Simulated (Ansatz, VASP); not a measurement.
# One calculation of In, two programs

```xyz
1
Lattice="-1.6261 1.6261 2.4987 1.6261 -1.6261 2.4987 1.6261 1.6261 -2.4987" Properties=species:S:1:pos:R:3 pbc="T T T"
In    0.0000    0.0000    0.0000
```

Change from the starting cell: zz strain of +1 %.

Alike in both runs: task single point; functional LDA; k mesh 14 × 14 × 14; occupations fermi-dirac, width 0.05 eV; no spin polarisation.

|  | VASP | Ansatz |
| --- | --- | --- |
| version | VASP 6.6.1 | Ansatz 0.2.0 |
| potentials or method | VASP PAW LDA potentials, release 64 (In_d), cutoff 520 eV | all-electron LAPW, scalar-relativistic |

```csv
,VASP,Ansatz,Ansatz less VASP
pressure (GPa),-3.0,-3.0,+0.02
"traceless stress, the component that is largest in VASP (GPa)",0.15,0.15,+0.003
```

LDA's correlation is that of Perdew and Zunger in VASP and of Perdew and Wang (1992) in Ansatz. Ansatz ran all-electron here, and VASP with PAW potentials.
